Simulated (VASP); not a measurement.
# Ag in VASP: relaxation of the atoms with PBE

Aim: the relaxation of the atoms of Ag with PBE.

Program: VASP 6.6.1. These are calculated values, not measurements. Logs are shortened: lines on timing, memory, paths and dates and some standing lists are left out, and cuts for length are marked.

### Step 1. The cell of the first run

The cell holds a slab with vacuum, 12 atoms: a = 5.079 Å, b = 5.079 Å, c = 24.183 Å, α = 90.00°, β = 90.00°, γ = 120.00°.

### Step 2. Relaxation of the atoms, PBE

The input, INCAR:

```
SYSTEM = Ag
ALGO     = Normal         ! electronic algorithm
DIPOL    = 0.5 0.5 0.500
EDIFF    = 1E-6           ! SCF threshold, eV
EDIFFG   = -0.03          ! ionic threshold
ENCUT    = 520            ! plane-wave cutoff, eV
GGA      = PE             ! functional
IBRION   = 2              ! ionic algorithm
IDIPOL   = 3            
ISIF     = 2              ! what is computed and relaxed
ISMEAR   = 0              ! smearing method
KPAR     = 2            
LASPH    = .True.         ! aspherical terms in the spheres
LCHARG   = .False.        ! write CHGCAR
LDIPOL   = .True.       
LREAL    = .False.        ! projectors in reciprocal space
LWAVE    = .False.        ! write WAVECAR
NELM     = 60             ! most SCF steps
NSW      = 90             ! ionic steps
PREC     = Accurate       ! precision mode
SIGMA    = 0.1            ! smearing width, eV
```

The input, KPOINTS:

```
k-points
0
Gamma
  6 6 1
  0 0 0
```

The input, POSCAR:

```
Ag
1.0
    5.0792357021      0.0000000000      0.0000000000
   -2.5396178510      4.3987471498      0.0000000000
    0.0000000000      0.0000000000     24.1831240163
Ag
12
Selective dynamics
Direct
    0.0000000000      0.3333333333      0.3514847790  F F F
    0.3333333333      0.0000000000      0.3514847790  F F F
    0.6666666667      0.6666666667      0.3514847790  F F F
    0.3333333333      0.3333333333      0.4504949263  F F F
    0.6666666667      0.0000000000      0.4504949263  F F F
    0.0000000000      0.6666666667      0.4504949263  F F F
    0.6666666667      0.3333333333      0.5495050737  T T T
    0.0000000000      0.0000000000      0.5495050737  T T T
    0.3333333333      0.6666666667      0.5495050737  T T T
    0.0000000000      0.3333333333      0.6485152210  T T T
    0.3333333333      0.0000000000      0.6485152210  T T T
    0.6666666667      0.6666666667      0.6485152210  T T T
```

Potentials or basis: VASP PAW PBE potentials, release 64 (Ag).

On the command line:

```console
$ cat potpaw_PBE.64/Ag/POTCAR > POTCAR
$ mpirun -np 2 vasp_std > vasp.out
```

OUTCAR:

```text
SYSTEM = Ag
   EDIFF = 1E-6
   EDIFFG = -0.03
   ENCUT = 520
   GGA = PE
   IBRION = 2
   ISIF = 2
   ISMEAR = 0
   LASPH = .True.
   LREAL = .False.
   NELM = 60
   NSW = 90
   PREC = Accurate

 ion  position               nearest neighbor table
   1  0.000  0.333  0.351-   4 2.93   5 2.93   6 2.93   2 2.93   3 2.93   3 2.93   2 2.93   2 2.93
                             3 2.93
   2  0.333  0.000  0.351-   4 2.93   6 2.93   5 2.93   1 2.93   3 2.93   3 2.93   1 2.93   3 2.93
                             1 2.93
   3  0.667  0.667  0.351-   5 2.93   6 2.93   4 2.93   1 2.93   2 2.93   2 2.93   1 2.93   2 2.93
                             1 2.93
   4  0.333  0.333  0.450-   2 2.93   1 2.93   3 2.93   6 2.93   5 2.93   5 2.93   6 2.93   5 2.93
                             6 2.93   8 2.93   9 2.93   7 2.93
   5  0.667  0.000  0.450-   3 2.93   1 2.93   2 2.93   6 2.93   4 2.93   4 2.93   6 2.93   4 2.93
                             6 2.93   7 2.93   8 2.93   9 2.93
   6  0.000  0.667  0.450-   3 2.93   2 2.93   1 2.93   5 2.93   4 2.93   4 2.93   5 2.93   5 2.93
                             4 2.93   8 2.93   9 2.93   7 2.93
   7  0.667  0.333  0.550-  10 2.93  11 2.93  12 2.93   8 2.93   9 2.93   9 2.93   8 2.93   8 2.93
                             9 2.93   5 2.93   6 2.93   4 2.93
   8  0.000  0.000  0.550-  10 2.93  11 2.93  12 2.93   9 2.93   7 2.93   9 2.93   7 2.93   7 2.93
                             9 2.93   6 2.93   5 2.93   4 2.93
   9  0.333  0.667  0.550-  11 2.93  10 2.93  12 2.93   8 2.93   7 2.93   7 2.93   8 2.93   8 2.93
[... 14 lines left out ...]
 A1 = (   5.0792357021,   0.0000000000,   0.0000000000)
 A2 = (  -2.5396178510,   4.3987471498,   0.0000000000)
 A3 = (   0.0000000000,   0.0000000000,  24.1831240163)

Analysis of symmetry for initial positions (statically):
=====================================================================
 Subroutine PRICEL returns following result:

  LATTYP: Found a hexagonal cell.
 ALAT       =     2.9324980996
 C/A-ratio  =     8.2465949491
[... 12 lines left out ...]
 Subroutine GETGRP returns: Found 12 space group operations
 (whereof  6 operations were pure point group operations)
 out of a pool of 24 trial point group operations.

The static configuration has the point symmetry C_3v.
 The point group associated with its full space group is D_3d.

Analysis of symmetry for dynamics (positions and initial velocities):
=====================================================================
 Subroutine PRICEL returns following result:

  LATTYP: Found a hexagonal cell.
 ALAT       =     2.9324980996
 C/A-ratio  =     8.2465949491
[... 12 lines left out ...]
 Subroutine GETGRP returns: Found 12 space group operations
 (whereof  6 operations were pure point group operations)
 out of a pool of 24 trial point group operations.

The dynamic configuration has the point symmetry C_3v.
 The point group associated with its full space group is D_3d.

Analysis of constrained symmetry for selective dynamics:
=====================================================================
 Subroutine PRICEL returns following result:

  LATTYP: Found a hexagonal cell.
 ALAT       =     2.9324980996
 C/A-ratio  =     8.2465949491
[... 12 lines left out ...]
 Subroutine GETGRP returns: Found  6 space group operations
 (whereof  6 operations were pure point group operations)
 out of a pool of 24 trial point group operations.

The constrained configuration has the point symmetry C_3v.

 Subroutine INISYM returns: Found  6 space group operations
 (whereof  6 operations are pure point group operations),
 and found     3 'primitive' translations

----------------------------------------------------------------------------------------

                                     Primitive cell

  volume of cell :     180.1020

  direct lattice vectors                    reciprocal lattice vectors
    -2.539617851 -1.466249050  0.000000000    -0.196880015 -0.341006189  0.000000000
     2.539617851 -1.466249050  0.000000000     0.196880015 -0.341006189  0.000000000
     0.000000000  0.000000000 24.183124016     0.000000000  0.000000000  0.041351150

  length of vectors
     2.932498100  2.932498100 24.183124016     0.393760030  0.393760030  0.041351150

  position of ions in fractional coordinates (direct lattice)
[... 63 lines left out ...]
   ENCUT  =  520.0 eV  38.22 Ry    6.18 a.u.   9.44  9.44 44.96*2*pi/ulx,y,z
   NELM   =     60;   NELMIN=  2; NELMDL= -5     # of ELM steps
   EDIFF  = 0.1E-05   stopping-criterion for ELM
   LREAL  =      F    real-space projection
   EDIFFG = -.3E-01   stopping-criterion for IOM
   NSW    =     90    number of steps for IOM
   IBRION =      2    ionic relax: 0-MD 1-quasi-New 2-CG
   NFREE  =      1    steps in history (QN), initial steepest desc. (CG)
   ISIF   =      2    stress and relaxation
   ISYM   =      2    0-nonsym 1-usesym 2-fastsym
   POTIM  = 0.5000    time-step for ionic-motion
   TEBEG  =    0.0;   TEEND  =   0.0 temperature during run
   PSTRESS=    0.0 pullay stress
   NELECT =     132.0000    total number of electrons
   NUPDOWN=      -1.0000    fix difference up-down
   EMIN   =  10.00;   EMAX   =-10.00  energy-range for DOS
   EFERMI =   0.00;   METHOD = LEGACY
   ISMEAR =     0;   SIGMA  =   0.10  broadening in eV -4-tet -1-fermi 0-gaus
   EFERMI_NEDOS =   21; number of points for ismear=-14 and -15
   IALGO  =     38    algorithm
   IMIX   =      4    mixing-type and parameters
     AMIX     =   0.40;   BMIX     =  1.00
     AMIX_MAG =   1.60;   BMIX_MAG =  1.00
  volume/ion in A,a.u.               =      45.03       303.85
  Fermi-wavevector in a.u.,A,eV,Ry     =   1.023418  1.933979 14.250519  1.047384
  Thomas-Fermi vector in A             =   2.157150
   LORBIT       =      0    0 simple, 1 ext, 2 COOP (PROOUT), +10 PAW based schemes
   GGA     = PE    functional components
   LHFCALC =     F    Hartree Fock is set to
   AEXX    =    0.0000 exact exchange contribution
   IVDW    =     0    specifies the selected vdW correction
   LEPSILON=     F    determine dielectric tensor
   LRPA    =     F    only Hartree local field effects (RPA)
 conjugate gradient relaxation of ions
 non-spin polarized calculation
 Gauss-broadening in eV      SIGMA  =   0.10
  energy-cutoff  :      520.00
  volume of cell :      540.31
 maximum number of plane-waves:     14609
 NGX is ok and might be reduce to    40
   NGX = 19   NGY = 19   NGZ = 89

--------------------------------------- Ionic step        1  -------------------------------------------

 number of electron     132.0000015 magnetization

 Free energy of the ion-electron system (eV)
  ---------------------------------------------------
  ext. energy  EPLUGINS =         0.00000000
  ---------------------------------------------------
  free energy    TOTEN  =       -30.57375333 eV

  energy without entropy =      -30.54593696  energy(sigma->0) =      -30.55984515

------------------------ aborting loop because EDIFF is reached ----------------------------------------

  FORCE on cell =-STRESS in cart. coord.  units (eV):
  Direction    XX          YY          ZZ          XY          YZ          ZX
  --------------------------------------------------------------------------------------
  -------------------------------------------------------------------------------------
  Total       -2.5895250     -2.5895250     -1.6254461     -0.0000000      0.0000000     -0.0000000
  in kB       -7.6787570     -7.6787570     -4.8199595     -0.0000000      0.0000000     -0.0000000
  external PRESSURE =      -6.7258245 kB  Pullay stress =       0.0000000 kB
[... 173 lines left out ...]
 number of electron     132.0000027 magnetization

------------------------ aborting loop because EDIFF is reached ----------------------------------------

 vacuum level on the upper side and lower side of the slab       (xc-potential included)        -0.019         0.003

  FORCE on cell =-STRESS in cart. coord.  units (eV):
  Direction    XX          YY          ZZ          XY          YZ          ZX
  --------------------------------------------------------------------------------------
  -------------------------------------------------------------------------------------
  Total       -2.0522661     -2.0522661     -0.0965779     -0.0000000      0.0000000     -0.0000000
  in kB       -6.0856153     -6.0856153     -0.2863838     -0.0000000      0.0000000     -0.0000000
  external PRESSURE =      -4.1525381 kB  Pullay stress =       0.0000000 kB
[... 27 lines left out ...]
  FREE ENERGIE OF THE ION-ELECTRON SYSTEM (eV)
  ---------------------------------------------------
  free  energy   TOTEN  =       -30.5774597090 eV

  energy  without entropy=      -30.5492687587  energy(sigma->0) =      -30.56336423

 dipolmoment           0.000000      0.000000      0.001307 electrons x Angstroem

--------------------------------------- Ionic step        6  -------------------------------------------

 number of electron     132.0000013 magnetization

------------------------ aborting loop because EDIFF is reached ----------------------------------------
[... 41 lines left out ...]
--------------------------------------- Ionic step        7  -------------------------------------------

 number of electron     132.0000017 magnetization

 dipolmoment           0.000000      0.000000     -0.001356 electrons x Angstroem

 Free energy of the ion-electron system (eV)
  ---------------------------------------------------
  ext. energy  EPLUGINS =         0.00000000
  ---------------------------------------------------
  free energy    TOTEN  =       -30.57954440 eV

  energy without entropy =      -30.55145445  energy(sigma->0) =      -30.56549943

 E-fermi :   0.4286     XC(G=0):  -5.3939

 val. band max:        0.1387498476   @ k =   0.1667   0.1667   0.0000
 cond. band min:       0.4373464306   @ k =   0.1667   0.1667   0.0000
 fundamental gap:      0.2985965830
 Fermi energy:         0.4286088448

 k-point     1 :       0.0000    0.0000    0.0000
  band No.  band energies     occupation
      1      -6.6690      2.00000
      2      -5.7976      2.00000
      3      -5.5353      2.00000
      4      -5.3731      2.00000
      5      -4.9553      2.00000
      6      -4.9553      2.00000
[... 556 lines left out ...]
     77       6.6070      0.00000
     78       6.6070      0.00000
 [bands above 78 left out]

------------------------ aborting loop because EDIFF is reached ----------------------------------------

 vacuum level on the upper side and lower side of the slab       (xc-potential included)        -0.023        -0.010

  FORCE on cell =-STRESS in cart. coord.  units (eV):
  Direction    XX          YY          ZZ          XY          YZ          ZX
  --------------------------------------------------------------------------------------
  -------------------------------------------------------------------------------------
  Total       -2.2048529     -2.2048529     -0.5296306     -0.0000000      0.0000000      0.0000000
  in kB       -6.5380829     -6.5380829     -1.5705216     -0.0000000      0.0000000      0.0000000
  external PRESSURE =      -4.8822291 kB  Pullay stress =       0.0000000 kB
[... 27 lines left out ...]
  FREE ENERGIE OF THE ION-ELECTRON SYSTEM (eV)
  ---------------------------------------------------
  free  energy   TOTEN  =       -30.5795443982 eV

  energy  without entropy=      -30.5514544520  energy(sigma->0) =      -30.56549943

 reached required accuracy - stopping structural energy minimisation

 vacuum level on the upper side and lower side of the slab         4.854         4.867
```

Run time: 14 min. Hardware: 2 MPI ranks of Intel Xeon 6975P-C (Granite Rapids), shared host; peak memory 0.75 GiB.

Results:

| Item | Value |
| --- | --- |
| Free energy | -30.5795 eV |
| Energy gained by relaxing | 0.5 meV/atom |
| Ionic steps | 7 |
| Band gap on the k mesh | zero (bands 66 and 67 overlap by 3.61 eV) |

Step by step:
```tsv
step	energy change (eV)	largest force on free atoms (eV/Å)	pressure (GPa)
1	0.0000	0.0633	-0.67
2	-0.0006	0.0573	-0.66
3	-0.0023	0.0411	-0.63
4	-0.0044	0.0443	-0.56
5	-0.0037	0.0745	-0.42
6	-0.0049	0.0553	-0.50
7	-0.0058	0.0127	-0.49
```

Final structure:
```xyz
12
Lattice="5.0792 0.0000 0.0000 -2.5396 4.3987 0.0000 0.0000 0.0000 24.1831" Properties=species:S:1:pos:R:3 pbc="T T T"
Ag   -0.8465    1.4662    8.5000
Ag    1.6931    0.0000    8.5000
Ag    1.6931    2.9325    8.5000
Ag    0.8465    1.4662   10.8944
Ag    3.3862    0.0000   10.8944
Ag   -1.6931    2.9325   10.8944
Ag    2.5396    1.4662   13.2634
Ag    2.5396    4.3987   13.2634
Ag    0.0000    2.9325   13.2634
Ag   -0.8465    1.4662   15.6347
Ag    1.6931    0.0000   15.6347
Ag    1.6931    2.9325   15.6347
```

Levels at points of the mesh, in eV from the Fermi level:
| k point | band 63 | band 64 | band 65 | band 66 | band 67 | band 68 |
| --- | --- | --- | --- | --- | --- | --- |
| (0.00, 0.00, 0.00) | -2.98 | -0.87 | 0.38 | 3.27 | 3.27 | 3.44 |
| (0.50, 0.00, 0.00) | -2.36 | -2.36 | -0.81 | -0.81 | 0.19 | 0.91 |

The gap in the log of VASP goes by the Fermi energy; the results here count the filled bands.